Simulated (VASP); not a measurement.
# Zn3InN3 (Pm-3m) in VASP: notebook

The runs below take Zn3InN3 through single point, relaxation of cell and atoms, with PBE.

All numbers are computed with VASP 6.6.1; they aren't measurements. Logs are shortened: lines on timing, memory, paths and dates and some standing lists are left out, and cuts for length are marked.

### 1 The cell of the first run

It takes space group Pm-3m (No. 221, cubic). The conventional cell has a = 4.669 Å, b = 4.669 Å, c = 4.669 Å, α = 90.00°, β = 90.00°, γ = 90.00°. Within 3.1 Å of Zn (site symmetry 4/mmm) lie 2 In at 2.33 Å and 4 N at 2.33 Å. Within 3.1 Å of In (site symmetry m-3m) lie 6 Zn at 2.33 Å. N (site symmetry 4/mmm) has 4 Zn at 2.33 Å within 3.1 Å.

The cell was generated, and may not be a known phase.

### 2 Single point, PBE

File INCAR:

```
ALGO = Normal
EDIFF = 1E-7
ENCUT = 520
GGA = PE
ISIF = 2
ISMEAR = 0
LASPH = True
LCHARG = False
LREAL = False
LWAVE = False
NBANDS = 41
NELM = 100
PREC = Accurate
SIGMA = 0.1
```

File KPOINTS:

```
k-points
0
Gamma
  4 4 4
```

File POSCAR:

```
Zn3InN3
1.0
    4.6690763600      0.0000000000      0.0000000000
    0.0000000000      4.6690763600      0.0000000000
    0.0000000000      0.0000000000      4.6690763600
Zn In N
3 1 3
Direct
    0.5000000000      0.5000000000      0.0000000000
    0.0000000000      0.5000000000      0.5000000000
    0.5000000000      0.0000000000      0.5000000000
    0.5000000000      0.5000000000      0.5000000000
    0.5000000000      0.0000000000      0.0000000000
    0.0000000000      0.5000000000      0.0000000000
    0.0000000000      0.0000000000      0.5000000000
```

Potentials or basis: VASP PAW PBE potentials, release 64 (Zn, In_d, N).

Run with:

```console
> cat potpaw_PBE.64/Zn/POTCAR potpaw_PBE.64/In_d/POTCAR potpaw_PBE.64/N/POTCAR > POTCAR
> mpirun -np 1 vasp_std > vasp.out
```

OUTCAR:

```text
EDIFF = 1E-7
   ENCUT = 520
   GGA = PE
   ISIF = 2
   ISMEAR = 0
   LASPH = True
   LREAL = False
   NELM = 100
   PREC = Accurate

 ion  position               nearest neighbor table
   1  0.500  0.500  0.000-   4 2.33   5 2.33   6 2.33   4 2.33   5 2.33   6 2.33
   2  0.000  0.500  0.500-   4 2.33   6 2.33   7 2.33   6 2.33   7 2.33   4 2.33
   3  0.500  0.000  0.500-   4 2.33   5 2.33   7 2.33   5 2.33   4 2.33   7 2.33
   4  0.500  0.500  0.500-   1 2.33   2 2.33   3 2.33   1 2.33   3 2.33   2 2.33
   5  0.500  0.000  0.000-   1 2.33   3 2.33   3 2.33   1 2.33
   6  0.000  0.500  0.000-   1 2.33   2 2.33   2 2.33   1 2.33
   7  0.000  0.000  0.500-   2 2.33   3 2.33   2 2.33   3 2.33

  LATTYP: Found a simple cubic cell.
 ALAT       =     4.6690763600

  Lattice vectors:

 A1 = (   4.6690763600,   0.0000000000,   0.0000000000)
 A2 = (   0.0000000000,   4.6690763600,   0.0000000000)
 A3 = (   0.0000000000,   0.0000000000,   4.6690763600)

Analysis of symmetry for initial positions (statically):
=====================================================================
 Subroutine PRICEL returns:
 Original cell was already a primitive cell.

 Routine SETGRP: Setting up the symmetry group for a
 simple cubic supercell.

 Subroutine GETGRP returns: Found 48 space group operations
 (whereof 48 operations were pure point group operations)
 out of a pool of 48 trial point group operations.

The static configuration has the point symmetry O_h .

Analysis of symmetry for dynamics (positions and initial velocities):
=====================================================================
 Subroutine PRICEL returns:
 Original cell was already a primitive cell.

 Routine SETGRP: Setting up the symmetry group for a
 simple cubic supercell.

 Subroutine GETGRP returns: Found 48 space group operations
 (whereof 48 operations were pure point group operations)
 out of a pool of 48 trial point group operations.

The dynamic configuration has the point symmetry O_h .

 Subroutine INISYM returns: Found 48 space group operations
 (whereof 48 operations are pure point group operations),
 and found     1 'primitive' translations

----------------------------------------------------------------------------------------

                                     Primitive cell

  volume of cell :     101.7871

  direct lattice vectors                    reciprocal lattice vectors
     4.669076360  0.000000000  0.000000000     0.214175122  0.000000000  0.000000000
     0.000000000  4.669076360  0.000000000     0.000000000  0.214175122  0.000000000
     0.000000000  0.000000000  4.669076360     0.000000000  0.000000000  0.214175122

  length of vectors
     4.669076360  4.669076360  4.669076360     0.214175122  0.214175122  0.214175122

  position of ions in fractional coordinates (direct lattice)
     0.500000000  0.500000000  0.000000000
     0.000000000  0.500000000  0.500000000
     0.500000000  0.000000000  0.500000000
     0.500000000  0.500000000  0.500000000
     0.500000000  0.000000000  0.000000000
     0.000000000  0.500000000  0.000000000
     0.000000000  0.000000000  0.500000000

  ion indices of the primitive-cell ions
   primitive index   ion index
                 1           1
                 2           2
                 3           3
                 4           4
                 5           5
                 6           6
                 7           7

----------------------------------------------------------------------------------------

 KPOINTS: k-points

Automatic generation of k-mesh.
 Grid dimensions read from file:
 generate k-points for:    4    4    4

 Generating k-lattice:

  Cartesian coordinates                     Fractional coordinates (reciprocal lattice)
     0.053543781  0.000000000  0.000000000     0.250000000  0.000000000  0.000000000
     0.000000000  0.053543781  0.000000000     0.000000000  0.250000000  0.000000000
     0.000000000  0.000000000  0.053543781     0.000000000  0.000000000  0.250000000

  Length of vectors
     0.053543781  0.053543781  0.053543781

  Shift w.r.t. Gamma in fractional coordinates (k-lattice)
     0.000000000  0.000000000  0.000000000

 Subroutine IBZKPT returns following result:
 ===========================================

 Found     10 irreducible k-points:

 Following reciprocal coordinates:
            Coordinates               Weight
  0.000000  0.000000  0.000000      1.000000
  0.250000  0.000000  0.000000      6.000000
  0.500000  0.000000  0.000000      3.000000
  0.250000  0.250000  0.000000     12.000000
  0.500000  0.250000  0.000000     12.000000
  0.500000  0.500000  0.000000      3.000000
  0.250000  0.250000  0.250000      8.000000
  0.500000  0.250000  0.250000     12.000000
  0.500000  0.500000  0.250000      6.000000
  0.500000  0.500000  0.500000      1.000000
   k-points           NKPTS =     10   k-points in BZ     NKDIM =     10   number of bands    NBANDS=     41
   number of dos      NEDOS =    301   number of ions     NIONS =      7
   total plane-waves  NPLWV =  46656
   dimension x,y,z NGX =    36 NGY =   36 NGZ =   36
   dimension x,y,z NGXF=    72 NGYF=   72 NGZF=   72
   ions per type =               3   1   3
   NGX,Y,Z   is equivalent  to a cutoff of  12.82, 12.82, 12.82 a.u.
   NGXF,Y,Z  is equivalent  to a cutoff of  25.64, 25.64, 25.64 a.u.
 SYSTEM =  unknown system
   PREC   = accura    normal or accurate (medium, high low for compatibility)
   ISTART =      0    job   : 0-new  1-cont  2-samecut
   ICHARG =      2    charge: 1-file 2-atom 10-const
   ISPIN  =      1    spin polarized calculation?
   LNONCOLLINEAR =      F non collinear calculations
   LSORBIT =      F    spin-orbit coupling
   LASPH  =      T    aspherical Exc in radial PAW
   ENCUT  =  520.0 eV  38.22 Ry    6.18 a.u.   8.68  8.68  8.68*2*pi/ulx,y,z
   NELM   =    100;   NELMIN=  2; NELMDL= -5     # of ELM steps
   EDIFF  = 0.1E-06   stopping-criterion for ELM
   LREAL  =      F    real-space projection
   EDIFFG = 0.1E-05   stopping-criterion for IOM
   NSW    =      0    number of steps for IOM
   IBRION =     -1    ionic relax: 0-MD 1-quasi-New 2-CG
   NFREE  =      0    steps in history (QN), initial steepest desc. (CG)
   ISIF   =      2    stress and relaxation
   ISYM   =      2    0-nonsym 1-usesym 2-fastsym
   POTIM  = 0.5000    time-step for ionic-motion
   TEBEG  =    0.0;   TEEND  =   0.0 temperature during run
   PSTRESS=    0.0 pullay stress
   NELECT =      64.0000    total number of electrons
   NUPDOWN=      -1.0000    fix difference up-down
   EMIN   =  10.00;   EMAX   =-10.00  energy-range for DOS
   EFERMI =   0.00;   METHOD = LEGACY
   ISMEAR =     0;   SIGMA  =   0.10  broadening in eV -4-tet -1-fermi 0-gaus
   EFERMI_NEDOS =   21; number of points for ismear=-14 and -15
   IALGO  =     38    algorithm
   IMIX   =      4    mixing-type and parameters
     AMIX     =   0.40;   BMIX     =  1.00
     AMIX_MAG =   1.60;   BMIX_MAG =  1.00
  volume/ion in A,a.u.               =      14.54        98.13
  Fermi-wavevector in a.u.,A,eV,Ry     =   1.402503  2.650347 26.762865  1.967015
  Thomas-Fermi vector in A             =   2.525258
   LORBIT       =      0    0 simple, 1 ext, 2 COOP (PROOUT), +10 PAW based schemes
   GGA     = PE    functional components
   LHFCALC =     F    Hartree Fock is set to
   AEXX    =    0.0000 exact exchange contribution
   IVDW    =     0    specifies the selected vdW correction
   LEPSILON=     F    determine dielectric tensor
   LRPA    =     F    only Hartree local field effects (RPA)
 non-spin polarized calculation
 Gauss-broadening in eV      SIGMA  =   0.10
  energy-cutoff  :      520.00
  volume of cell :      101.79
 maximum number of plane-waves:      2800
 NGX is ok and might be reduce to    36
   NGX = 17   NGY = 17   NGZ = 17

 number of electron      63.9999883 magnetization

 Free energy of the ion-electron system (eV)
  ---------------------------------------------------
  ext. energy  EPLUGINS =         0.00000000
  ---------------------------------------------------
  free energy    TOTEN  =       -17.24294278 eV

  energy without entropy =      -17.18292099  energy(sigma->0) =      -17.21293189

 E-fermi :   2.9645     XC(G=0): -10.7211

 val. band max:        2.9614729421   @ k =   0.2500   0.2500   0.0000
 cond. band min:       2.9729837117   @ k =   0.5000   0.5000   0.0000
 fundamental gap:      0.0115107696
 Fermi energy:         2.9645370538

 k-point     1 :       0.0000    0.0000    0.0000
  band No.  band energies     occupation
      1     -12.9494      2.00000
      2     -12.9494      2.00000
      3     -12.4881      2.00000
      4     -12.4881      2.00000
      5     -12.4881      2.00000
      6     -10.8025      2.00000
[... 33 lines left out ...]
     40      11.9935      0.00000
     41      11.9935      0.00000

 k-point     2 :       0.2500    0.0000    0.0000
  band No.  band energies     occupation
      1     -12.9443      2.00000
      2     -12.8779      2.00000
      3     -12.4875      2.00000
      4     -12.4798      2.00000
      5     -12.4798      2.00000
      6     -10.5831      2.00000
[... 33 lines left out ...]
     40      12.1787      0.00000
     41      12.1805      0.00000

 k-point     3 :       0.5000    0.0000    0.0000
  band No.  band energies     occupation
      1     -12.9393      2.00000
      2     -12.8058      2.00000
      3     -12.4870      2.00000
      4     -12.4715      2.00000
      5     -12.4715      2.00000
      6     -10.1367      2.00000
[... 259 lines left out ...]
      2     -12.7130      2.00000
      3     -12.4752      2.00000
      4     -12.4723      2.00000
      5     -12.4723      2.00000
      6      -9.6256      2.00000
[... 33 lines left out ...]
     40       9.7596      0.00000
     41      11.7991      0.00000

 k-point    10 :       0.5000    0.5000    0.5000
  band No.  band energies     occupation
      1     -12.7122      2.00000
      2     -12.7122      2.00000
      3     -12.4742      2.00000
      4     -12.4742      2.00000
      5     -12.4742      2.00000
      6      -9.4932      2.00000
[... 33 lines left out ...]
     40      11.8431      0.00000
     41      11.8431      0.00000

------------------------ aborting loop because EDIFF is reached ----------------------------------------

  FORCE on cell =-STRESS in cart. coord.  units (eV):
  Direction    XX          YY          ZZ          XY          YZ          ZX
  --------------------------------------------------------------------------------------
  -------------------------------------------------------------------------------------
  Total        5.3366830      5.3366830      5.3366830     -0.0000000      0.0000000     -0.0000000
  in kB       84.0018897     84.0018897     84.0018897     -0.0000000      0.0000000     -0.0000000
  external PRESSURE =      84.0018897 kB  Pullay stress =       0.0000000 kB

 VOLUME and BASIS-vectors are now :
 -----------------------------------------------------------------------------
  energy-cutoff  :      520.00
  volume of cell :      101.79
      direct lattice vectors                 reciprocal lattice vectors
     4.669076360  0.000000000  0.000000000     0.214175122  0.000000000  0.000000000
     0.000000000  4.669076360  0.000000000     0.000000000  0.214175122  0.000000000
     0.000000000  0.000000000  4.669076360     0.000000000  0.000000000  0.214175122

 POSITION                                       TOTAL-FORCE (eV/Angst)
 -----------------------------------------------------------------------------------
      2.33454      2.33454      0.00000         0.000000      0.000000      0.000000
      0.00000      2.33454      2.33454         0.000000      0.000000      0.000000
      2.33454      0.00000      2.33454         0.000000      0.000000      0.000000
      2.33454      2.33454      2.33454         0.000000      0.000000      0.000000
      2.33454      0.00000      0.00000         0.000000      0.000000      0.000000
      0.00000      2.33454      0.00000         0.000000      0.000000      0.000000
      0.00000      0.00000      2.33454         0.000000      0.000000      0.000000
 -----------------------------------------------------------------------------------
    total drift:                                0.000000      0.000000      0.000000

  FREE ENERGIE OF THE ION-ELECTRON SYSTEM (eV)
  ---------------------------------------------------
  free  energy   TOTEN  =       -17.2429427825 eV

  energy  without entropy=      -17.1829209913  energy(sigma->0) =      -17.21293189
```

It took 30 s on 1 thread of Intel Xeon 6975P-C (Granite Rapids), shared host; peak memory 0.21 GiB.

Results:

- Free energy: -17.2429 eV
- Pressure: 8.4 GPa
- Band gap on the k mesh: zero (bands 32 and 33 overlap by 0.56 eV)

Levels at points of the mesh, in eV from the Fermi level:
| k point | band 28 | band 29 | band 30 | band 31 | band 32 | band 33 | band 34 | band 35 | band 36 | band 37 |
| --- | --- | --- | --- | --- | --- | --- | --- | --- | --- | --- |
| (0.00, 0.00, 0.00) | -1.86 | -1.86 | -1.86 | -0.05 | -0.05 | -0.05 | 1.49 | 1.49 | 1.81 | 1.81 |
| (0.50, 0.00, 0.00) | -2.43 | -2.43 | -2.09 | -0.64 | -0.06 | -0.06 | 0.03 | 1.08 | 1.08 | 4.40 |
| (0.50, 0.50, 0.00) | -2.15 | -1.59 | -1.44 | -0.41 | -0.09 | 0.01 | 0.34 | 1.83 | 1.83 | 5.91 |
| (0.50, 0.50, 0.50) | -1.96 | 0.12 | 0.12 | 0.12 | 0.46 | 0.46 | 3.02 | 3.02 | 3.02 | 5.17 |

Caveat: the cell stands under pressure; spin-orbit coupling is left out, which moves the levels of the heavy elements.

### 3 Single point, PBE, collinear spin, ferromagnetic start

File INCAR:

```
SYSTEM = Zn3InN3
PREC = Accurate
ENCUT = 520
EDIFF = 1E-6
ISMEAR = 0
SIGMA = 0.1
LREAL = .FALSE.
LASPH = .TRUE.
NELM = 150
ALGO = Normal
ISIF = 2
LWAVE = .FALSE.
LCHARG = .FALSE.
ISPIN = 2
MAGMOM = 0 0 0 0 1 1 1
LORBIT = 11
GGA = PE
NBANDS = 45
```

File KPOINTS:

```
Automatic mesh
0
G
  4 4 4
  0 0 0
```

POSCAR is that of step 2.

Potentials or basis: VASP PAW PBE potentials, release 64 (Zn, In_d, N).

Run with:

```console
> cat potpaw_PBE.64/Zn/POTCAR potpaw_PBE.64/In_d/POTCAR potpaw_PBE.64/N/POTCAR > POTCAR
> mpirun -np 1 vasp_std > vasp.out
```

Run time: 48 s. Hardware: 1 thread of Intel Xeon 6975P-C (Granite Rapids), shared host; peak memory 0.27 GiB.

The run converged. Its results:

```yaml
Free_energy: -18.1228 eV
Pressure: 10.0 GPa
Net_moment: 2.79 μB per cell
Site_moments: Zn -0.01; In +0.00; N +0.66 μB
Valence_electrons_inside_the_program's_atomic_spheres: Zn 10.81; In 11.97; N 3.40
```

Levels at points of the mesh, in eV from the Fermi level:
Spin up:
```tsv
k point	band 31	band 32	band 33	band 34	band 35	band 36
(0.00, 0.00, 0.00)	-1.01	-1.01	-1.01	1.48	1.48	1.69
(0.50, 0.00, 0.00)	-1.48	-0.96	-0.96	-0.18	1.01	1.01
(0.50, 0.50, 0.00)	-1.39	-0.75	-0.25	-0.06	1.64	1.64
(0.50, 0.50, 0.50)	-0.15	-0.15	-0.15	2.85	2.85	2.85
```
Spin down:
| k point | band 28 | band 29 | band 30 | band 31 | band 32 | band 33 |
| --- | --- | --- | --- | --- | --- | --- |
| (0.00, 0.00, 0.00) | -1.49 | -1.49 | -1.49 | 1.24 | 1.24 | 1.24 |
| (0.50, 0.00, 0.00) | -2.03 | -2.03 | -1.90 | 0.39 | 0.56 | 1.23 |
| (0.50, 0.50, 0.00) | -1.82 | -1.37 | -0.33 | -0.10 | 0.45 | 0.91 |
| (0.50, 0.50, 0.50) | -0.92 | 0.56 | 0.56 | 0.56 | 1.99 | 1.99 |

Caveat: the cell stands under pressure; spin-orbit coupling is left out, which moves the levels of the heavy elements.

### 4 Single point, PBE, collinear spin, ferromagnetic start

This run uses another cell than the first one, of 16.14 Å³/atom.

File INCAR:

```
  PREC = Accurate
  ENCUT = 520
  EDIFF = 1E-6
  ISMEAR = 0
  SIGMA = 0.1
  LREAL = F
  LASPH = T
  NELM = 150
  ALGO = Normal
  ISIF = 2
  LWAVE = F
  LCHARG = F
  ISPIN = 2
  MAGMOM = 0 0 0 0 1 1 1
  LORBIT = 11
  GGA = PE
  NBANDS = 45
```

File KPOINTS:

```
regular mesh
0
Gamma
  4 4 4
```

POSCAR, as its differences from that of step 3:

```diff
@@ -2,5 +2,5 @@
 1.0
-    4.6690763600      0.0000000000      0.0000000000
-    0.0000000000      4.6690763600      0.0000000000
-    0.0000000000      0.0000000000      4.6690763600
+    4.8344747444      0.0000000000      0.0000000000
+    0.0000000000      4.8344747444      0.0000000000
+    0.0000000000      0.0000000000      4.8344747444
 Zn In N
```

Run with:

```console
> cat potpaw_PBE.64/Zn/POTCAR potpaw_PBE.64/In_d/POTCAR potpaw_PBE.64/N/POTCAR > POTCAR
> mpirun -np 1 vasp_std > vasp.out
```

It took 46 s on 1 thread of Intel Xeon 6975P-C (Granite Rapids), shared host; peak memory 0.27 GiB.

Results (log left out):

| Property | Result |
| --- | --- |
| Free energy | -18.4630 eV |
| Pressure | 0.6 GPa |
| Net moment | 2.74 μB per cell |
| Site moments | Zn -0.03; In -0.04; N +0.67 μB |
| Valence electrons inside the program's atomic spheres | Zn 10.71; In 11.80; N 3.38 |

Levels at points of the mesh, in eV from the Fermi level:
Spin up:
```csv
k point,band 30,band 31,band 32,band 33,band 34,band 35,band 36,band 37
"(0.00, 0.00, 0.00)",-1.77,-0.93,-0.93,-0.93,1.08,1.08,1.60,1.60
"(0.50, 0.00, 0.00)",-2.28,-1.37,-0.88,-0.88,-0.28,1.00,1.00,3.67
"(0.50, 0.50, 0.00)",-1.70,-1.29,-0.74,-0.23,0.06,1.41,1.41,5.08
"(0.50, 0.50, 0.50)",-0.66,-0.15,-0.15,-0.15,2.49,2.49,2.49,4.80
```
Spin down:
```
           k point  band 26  band 27  band 28  band 29  band 30  band 31  band 32  band 33  band 34  band 35
(0.00, 0.00, 0.00)    -3.27    -3.27    -1.17    -1.17    -1.17     1.09     1.09     1.39     1.39     1.39
(0.50, 0.00, 0.00)    -2.40    -2.15    -2.03    -1.66    -1.66     0.28     0.82     1.19     1.19     1.39
(0.50, 0.50, 0.00)    -3.57    -1.49    -1.49    -1.37    -0.04     0.00     0.47     1.13     1.94     1.96
(0.50, 0.50, 0.50)    -4.79    -4.79    -0.50     0.57     0.57     0.57     2.07     2.07     2.99     2.99
```

Caveat: spin-orbit coupling is left out, which moves the levels of the heavy elements.

(Part 1 of 2 ends here.)

The gap in the log of VASP goes by the Fermi energy; the results here count the filled bands.